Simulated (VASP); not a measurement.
# GaAs3 (Fm-3m) in VASP: further runs

The runs below take GaAs3 through single point, relaxation of cell and atoms, with LDA.

Everything below comes from runs of VASP 6.6.1. Logs are shortened: lines on timing, memory, paths and dates and some standing lists are left out, and cuts for length are marked.

## Step 1: The cell of the first run

It takes space group Fm-3m (No. 225, cubic). The conventional cell has a = 6.566 Å, b = 6.566 Å, c = 6.566 Å, α = 90.00°, β = 90.00°, γ = 90.00°. Within 3.7 Å of Ga (site symmetry m-3m) lie 14 As at 2.84 to 3.28 Å. As (site symmetry m-3m) has 8 As at 2.84 Å and 6 Ga at 3.28 Å within 3.7 Å. Within 3.7 Å of As (site symmetry -43m) lie 4 Ga at 2.84 Å and 10 As at 2.84 to 3.28 Å.

## Step 2: Single point, LDA

INCAR reads:

```
ALGO = Normal
EDIFF = 1E-6
ENCUT = 520
ISIF = 2
ISMEAR = -1
LASPH = T
LCHARG = F
LREAL = F
LWAVE = F
NBANDS = 22
NELM = 80
PREC = Accurate
SIGMA = 0.01
```

KPOINTS reads:

```
k-points
0
Gamma
  5 5 5
```

POSCAR reads:

```
GaAs3
1.0
    0.0000000000      3.2829377669      3.2829377669
    3.2829377669      0.0000000000      3.2829377669
    3.2829377669      3.2829377669      0.0000000000
Ga As
1 3
Direct
    0.0000000000      0.0000000000      0.0000000000
    0.5000000000      0.5000000000      0.5000000000
    0.2500000000      0.2500000000      0.2500000000
    0.7500000000      0.7500000000      0.7500000000
```

Potentials or basis: VASP PAW LDA potentials, release 64 (Ga_d, As).

Launch:

```sh
$ cat potpaw_LDA.64/Ga_d/POTCAR potpaw_LDA.64/As/POTCAR > POTCAR
$ mpirun -np 1 vasp_std > vasp.out
```

OUTCAR:

```text
EDIFF = 1E-6
   ENCUT = 520
   ISIF = 2
   ISMEAR = -1
   LASPH = T
   LREAL = F
   NELM = 80
   PREC = Accurate

 ion  position               nearest neighbor table
   1  0.000  0.000  0.000-   4 2.84   4 2.84   4 2.84   3 2.84   4 2.84   3 2.84   3 2.84   3 2.84

   2  0.500  0.500  0.500-   3 2.84   3 2.84   3 2.84   3 2.84   4 2.84   4 2.84   4 2.84   4 2.84

   3  0.250  0.250  0.250-   1 2.84   1 2.84   1 2.84   1 2.84   2 2.84   2 2.84   2 2.84   2 2.84

   4  0.750  0.750  0.750-   2 2.84   2 2.84   2 2.84   1 2.84   2 2.84   1 2.84   1 2.84   1 2.84

  LATTYP: Found a face centered cubic cell.
 ALAT       =     6.5658755338

  Lattice vectors:

 A1 = (   0.0000000000,   3.2829377669,   3.2829377669)
 A2 = (   3.2829377669,   0.0000000000,   3.2829377669)
 A3 = (   3.2829377669,   3.2829377669,   0.0000000000)

Analysis of symmetry for initial positions (statically):
=====================================================================
 Subroutine PRICEL returns:
 Original cell was already a primitive cell.

 Routine SETGRP: Setting up the symmetry group for a
 face centered cubic supercell.

 Subroutine GETGRP returns: Found 48 space group operations
 (whereof 48 operations were pure point group operations)
 out of a pool of 48 trial point group operations.

The static configuration has the point symmetry O_h .

Analysis of symmetry for dynamics (positions and initial velocities):
=====================================================================
 Subroutine PRICEL returns:
 Original cell was already a primitive cell.

 Routine SETGRP: Setting up the symmetry group for a
 face centered cubic supercell.

 Subroutine GETGRP returns: Found 48 space group operations
 (whereof 48 operations were pure point group operations)
 out of a pool of 48 trial point group operations.

The dynamic configuration has the point symmetry O_h .

 Subroutine INISYM returns: Found 48 space group operations
 (whereof 48 operations are pure point group operations),
 and found     1 'primitive' translations

----------------------------------------------------------------------------------------

                                     Primitive cell

  volume of cell :      70.7649

  direct lattice vectors                    reciprocal lattice vectors
     0.000000000  3.282937767  3.282937767    -0.152302613  0.152302613  0.152302613
     3.282937767  0.000000000  3.282937767     0.152302613 -0.152302613  0.152302613
     3.282937767  3.282937767  0.000000000     0.152302613  0.152302613 -0.152302613

  length of vectors
     4.642775114  4.642775114  4.642775114     0.263795864  0.263795864  0.263795864

  position of ions in fractional coordinates (direct lattice)
     0.000000000  0.000000000  0.000000000
     0.500000000  0.500000000  0.500000000
     0.250000000  0.250000000  0.250000000
     0.750000000  0.750000000  0.750000000

  ion indices of the primitive-cell ions
   primitive index   ion index
                 1           1
                 2           2
                 3           3
                 4           4

----------------------------------------------------------------------------------------

 KPOINTS: k-points

Automatic generation of k-mesh.
 Grid dimensions read from file:
 generate k-points for:    5    5    5

 Generating k-lattice:

  Cartesian coordinates                     Fractional coordinates (reciprocal lattice)
    -0.030460523  0.030460523  0.030460523     0.200000000  0.000000000  0.000000000
     0.030460523 -0.030460523  0.030460523     0.000000000  0.200000000  0.000000000
     0.030460523  0.030460523 -0.030460523     0.000000000  0.000000000  0.200000000

  Length of vectors
     0.052759173  0.052759173  0.052759173

  Shift w.r.t. Gamma in fractional coordinates (k-lattice)
     0.000000000  0.000000000  0.000000000

 Subroutine IBZKPT returns following result:
 ===========================================

 Found     10 irreducible k-points:

 Following reciprocal coordinates:
            Coordinates               Weight
  0.000000  0.000000  0.000000      1.000000
  0.200000  0.000000  0.000000      8.000000
  0.400000  0.000000  0.000000      8.000000
  0.200000  0.200000  0.000000      6.000000
  0.400000  0.200000  0.000000     24.000000
 -0.400000  0.200000  0.000000     24.000000
 -0.200000  0.200000  0.000000     12.000000
  0.400000  0.400000  0.000000      6.000000
 -0.400000  0.400000  0.000000     12.000000
 -0.400000  0.400000  0.200000     24.000000
   k-points           NKPTS =     10   k-points in BZ     NKDIM =     10   number of bands    NBANDS=     22
   number of dos      NEDOS =    301   number of ions     NIONS =      4
   total plane-waves  NPLWV =  46656
   dimension x,y,z NGX =    36 NGY =   36 NGZ =   36
   dimension x,y,z NGXF=    72 NGYF=   72 NGZF=   72
   ions per type =               1   3
   NGX,Y,Z   is equivalent  to a cutoff of  12.89, 12.89, 12.89 a.u.
   NGXF,Y,Z  is equivalent  to a cutoff of  25.78, 25.78, 25.78 a.u.
 SYSTEM =  unknown system
   PREC   = accura    normal or accurate (medium, high low for compatibility)
   ISTART =      0    job   : 0-new  1-cont  2-samecut
   ICHARG =      2    charge: 1-file 2-atom 10-const
   ISPIN  =      1    spin polarized calculation?
   LNONCOLLINEAR =      F non collinear calculations
   LSORBIT =      F    spin-orbit coupling
   LASPH  =      T    aspherical Exc in radial PAW
   ENCUT  =  520.0 eV  38.22 Ry    6.18 a.u.   8.63  8.63  8.63*2*pi/ulx,y,z
   NELM   =     80;   NELMIN=  2; NELMDL= -5     # of ELM steps
   EDIFF  = 0.1E-05   stopping-criterion for ELM
   LREAL  =      F    real-space projection
   EDIFFG = 0.1E-04   stopping-criterion for IOM
   NSW    =      0    number of steps for IOM
   IBRION =     -1    ionic relax: 0-MD 1-quasi-New 2-CG
   NFREE  =      0    steps in history (QN), initial steepest desc. (CG)
   ISIF   =      2    stress and relaxation
   ISYM   =      2    0-nonsym 1-usesym 2-fastsym
   POTIM  = 0.5000    time-step for ionic-motion
   TEBEG  =    0.0;   TEEND  =   0.0 temperature during run
   PSTRESS=    0.0 pullay stress
   NELECT =      28.0000    total number of electrons
   NUPDOWN=      -1.0000    fix difference up-down
   EMIN   =  10.00;   EMAX   =-10.00  energy-range for DOS
   EFERMI =   0.00;   METHOD = LEGACY
   ISMEAR =    -1;   SIGMA  =   0.01  broadening in eV -4-tet -1-fermi 0-gaus
   EFERMI_NEDOS =   21; number of points for ismear=-14 and -15
   IALGO  =     38    algorithm
   IMIX   =      4    mixing-type and parameters
     AMIX     =   0.40;   BMIX     =  1.00
     AMIX_MAG =   1.60;   BMIX_MAG =  1.00
  volume/ion in A,a.u.               =      17.69       119.39
  Fermi-wavevector in a.u.,A,eV,Ry     =   1.201863  2.271191 19.653261  1.444474
  Thomas-Fermi vector in A             =   2.337660
   LORBIT       =      0    0 simple, 1 ext, 2 COOP (PROOUT), +10 PAW based schemes
   GGA     = CA    functional components
   LHFCALC =     F    Hartree Fock is set to
   AEXX    =    0.0000 exact exchange contribution
   IVDW    =     0    specifies the selected vdW correction
   LEPSILON=     F    determine dielectric tensor
   LRPA    =     F    only Hartree local field effects (RPA)
 non-spin polarized calculation
  energy-cutoff  :      520.00
  volume of cell :       70.76
 maximum number of plane-waves:      1924
   NGX = 17   NGY = 17   NGZ = 17

 number of electron      27.9999990 magnetization

 Free energy of the ion-electron system (eV)
  ---------------------------------------------------
  ext. energy  EPLUGINS =         0.00000000
  ---------------------------------------------------
  free energy    TOTEN  =       -18.70762273 eV

  energy without entropy =      -18.70639570  energy(sigma->0) =      -18.70700921

 E-fermi :   6.7865     XC(G=0): -11.3224

 val. band max:        6.4393030033   @ k =  -0.2000   0.2000   0.0000
 cond. band min:       6.7934196497   @ k =  -0.4000   0.4000   0.0000
 fundamental gap:      0.3541166464
 Fermi energy:         6.7864730854

 k-point     1 :       0.0000    0.0000    0.0000
  band No.  band energies     occupation
      1      -8.1008      2.00000
      2      -7.8946      2.00000
      3      -7.8946      2.00000
      4      -7.8946      2.00000
      5      -7.8592      2.00000
      6      -7.8592      2.00000
[... 14 lines left out ...]
     21      15.1416      0.00000
     22      15.1416      0.00000

 k-point     2 :       0.2000    0.0000    0.0000
  band No.  band energies     occupation
      1      -7.9150      2.00000
      2      -7.8914      2.00000
      3      -7.8914      2.00000
      4      -7.8601      2.00000
      5      -7.8601      2.00000
      6      -7.7110      2.00000
[... 14 lines left out ...]
     21      12.7512      0.00000
     22      14.3446      0.00000

 k-point     3 :       0.4000    0.0000    0.0000
  band No.  band energies     occupation
      1      -7.9354      2.00000
      2      -7.8876      2.00000
      3      -7.8876      2.00000
      4      -7.8602      2.00000
      5      -7.8602      2.00000
      6      -6.6388      2.00000
[... 14 lines left out ...]
     21      13.4489      0.00000
     22      16.0857      0.00000

 k-point     4 :       0.2000    0.2000    0.0000
  band No.  band energies     occupation
      1      -7.9111      2.00000
      2      -7.8883      2.00000
      3      -7.8883      2.00000
      4      -7.8744      2.00000
      5      -7.8576      2.00000
      6      -7.5846      2.00000
[... 14 lines left out ...]
     21      13.5130      0.00000
     22      13.5130      0.00000

 k-point     5 :       0.4000    0.2000    0.0000
  band No.  band energies     occupation
      1      -7.9253      2.00000
      2      -7.8924      2.00000
      3      -7.8835      2.00000
      4      -7.8758      2.00000
      5      -7.8575      2.00000
      6      -6.7200      2.00000
[... 14 lines left out ...]
     21      13.6075      0.00000
     22      13.6978      0.00000

 k-point     6 :      -0.4000    0.2000    0.0000
  band No.  band energies     occupation
      1      -7.9269      2.00000
      2      -7.8993      2.00000
      3      -7.8829      2.00000
      4      -7.8718      2.00000
      5      -7.8607      2.00000
      6      -5.9163      2.00000
[... 14 lines left out ...]
     21      13.5715      0.00000
     22      17.0061      0.00000

 k-point     7 :      -0.2000    0.2000    0.0000
  band No.  band energies     occupation
      1      -7.9130      2.00000
      2      -7.9020      2.00000
      3      -7.8871      2.00000
      4      -7.8653      2.00000
      5      -7.8629      2.00000
      6      -7.0840      2.00000
[... 14 lines left out ...]
     21      14.1228      0.00000
     22      14.1266      0.00000

 k-point     8 :       0.4000    0.4000    0.0000
  band No.  band energies     occupation
      1      -7.9395      2.00000
      2      -7.8912      2.00000
      3      -7.8773      2.00000
      4      -7.8773      2.00000
      5      -7.8550      2.00000
      6      -6.1127      2.00000
[... 14 lines left out ...]
     21      12.3875      0.00000
     22      13.1075      0.00000

 k-point     9 :      -0.4000    0.4000    0.0000
  band No.  band energies     occupation
      1      -7.9353      2.00000
      2      -7.8893      2.00000
      3      -7.8881      2.00000
      4      -7.8768      2.00000
      5      -7.8571      2.00000
      6      -5.0173      2.00000
[... 14 lines left out ...]
     21      13.3013      0.00000
     22      15.2095      0.00000

 k-point    10 :      -0.4000    0.4000    0.2000
  band No.  band energies     occupation
      1      -7.9229      2.00000
      2      -7.9043      2.00000
      3      -7.8819      2.00000
      4      -7.8774      2.00000
      5      -7.8592      2.00000
      6      -5.6784      2.00000
[... 14 lines left out ...]
     21      13.1289      0.00000
     22      15.8795      0.00000

------------------------ aborting loop because EDIFF is reached ----------------------------------------

  FORCE on cell =-STRESS in cart. coord.  units (eV):
  Direction    XX          YY          ZZ          XY          YZ          ZX
  --------------------------------------------------------------------------------------
  -------------------------------------------------------------------------------------
  Total        0.1117203      0.1117203      0.1117203     -0.0000000      0.0000000      0.0000000
  in kB        2.5294424      2.5294424      2.5294424     -0.0000000      0.0000000      0.0000000
  external PRESSURE =       2.5294424 kB  Pullay stress =       0.0000000 kB

 VOLUME and BASIS-vectors are now :
 -----------------------------------------------------------------------------
  energy-cutoff  :      520.00
  volume of cell :       70.76
      direct lattice vectors                 reciprocal lattice vectors
     0.000000000  3.282937767  3.282937767    -0.152302613  0.152302613  0.152302613
     3.282937767  0.000000000  3.282937767     0.152302613 -0.152302613  0.152302613
     3.282937767  3.282937767  0.000000000     0.152302613  0.152302613 -0.152302613

 POSITION                                       TOTAL-FORCE (eV/Angst)
 -----------------------------------------------------------------------------------
      0.00000      0.00000      0.00000        -0.000000      0.000000     -0.000000
      3.28294      3.28294      3.28294        -0.000000      0.000000     -0.000000
      1.64147      1.64147      1.64147         0.000000      0.000000      0.000000
      4.92441      4.92441      4.92441        -0.000000     -0.000000     -0.000000
 -----------------------------------------------------------------------------------
    total drift:                               -0.000000      0.000000      0.000000

  FREE ENERGIE OF THE ION-ELECTRON SYSTEM (eV)
  ---------------------------------------------------
  free  energy   TOTEN  =       -18.7076227310 eV

  energy  without entropy=      -18.7063956976  energy(sigma->0) =      -18.70700921
```

Run time: 18 s. Hardware: 1 thread of Intel Xeon 8259CL, shared host; peak memory 0.17 GiB.

Results:

```yaml
Free_energy: -18.7076 eV
Pressure: 0.3 GPa
Band_gap_on_the_k_mesh: zero (bands 14 and 15 overlap by 2.55 eV)
```

Levels at points of the mesh, in eV from the Fermi level:
| k point | band 12 | band 13 | band 14 | band 15 | band 16 | band 17 |
| --- | --- | --- | --- | --- | --- | --- |
| (0.00, 0.00, 0.00) | -2.82 | -2.82 | -2.82 | -1.91 | -0.66 | -0.66 |

## Step 3: Relaxation of cell and atoms, LDA

INCAR reads:

```
SYSTEM = GaAs3
ALGO     = Normal         ! electronic algorithm
EDIFF    = 1E-7           ! SCF threshold, eV
EDIFFG   = -0.02          ! ionic threshold
ENCUT    = 600            ! plane-wave cutoff, eV
GGA      = CA             ! functional
IBRION   = 2              ! ionic algorithm
ISIF     = 3              ! what is computed and relaxed
ISMEAR   = -1             ! smearing method
LASPH    = .True.         ! aspherical terms in the spheres
LCHARG   = .False.        ! write CHGCAR
LREAL    = .False.        ! projectors in reciprocal space
LWAVE    = .False.        ! write WAVECAR
NELM     = 100            ! most SCF steps
NSW      = 60             ! ionic steps
PREC     = Accurate       ! precision mode
SIGMA    = 0.01           ! smearing width, eV
```

KPOINTS reads:

```
k-points
0
Gamma
  5 5 5
  0 0 0
```

POSCAR is that of step 2.

Potentials or basis: VASP PAW LDA potentials, release 64 (Ga_d, As).

Launch:

```sh
$ cat potpaw_LDA.64/Ga_d/POTCAR potpaw_LDA.64/As/POTCAR > POTCAR
$ mpirun -np 1 vasp_std > vasp.out
```

Wall time 44 s (1 thread of Intel Xeon 8259CL, shared host); peak memory 0.21 GiB.

The run converged. Its results:

| Quantity | Value |
| --- | --- |
| Free energy | -18.7078 eV |
| Relaxed volume | 17.77 Å³/atom |
| Relaxed cell | a = 4.650 Å, b = 4.650 Å, c = 4.650 Å, α = 60.00°, β = 60.00°, γ = 60.00° |
| Space group after relaxing (to 0.1 Å) | Fm-3m (No. 225) |
| Energy gained by relaxing | 0.0 meV/atom |
| Ionic steps | 2 |
| Pressure after relaxing | -0.1 GPa |

The path:
```tsv
step	energy change (eV)	largest force (eV/Å)	pressure (GPa)	volume (Å³)
1	0.0000	0.0000	0.29	70.76
2	-0.0002	0.0000	-0.14	71.09
```

Final structure:
```
Ga As
1.0
     0.00000    3.28795    3.28795
     3.28795    0.00000    3.28795
     3.28795    3.28795    0.00000
Ga As
1 3
Direct
  0.00000 0.00000 0.00000
  0.50000 0.50000 0.50000
  0.25000 0.25000 0.25000
  0.75000 0.75000 0.75000
```

Levels at points of the mesh, in eV from the Fermi level:
```tsv
k point	band 12	band 13	band 14	band 15	band 16	band 17
(0.00, 0.00, 0.00)	-2.80	-2.80	-2.80	-1.92	-0.64	-0.64
```

Caveat: the highest band is partly filled, so the run has too few bands.

[end of part 1 of 2]
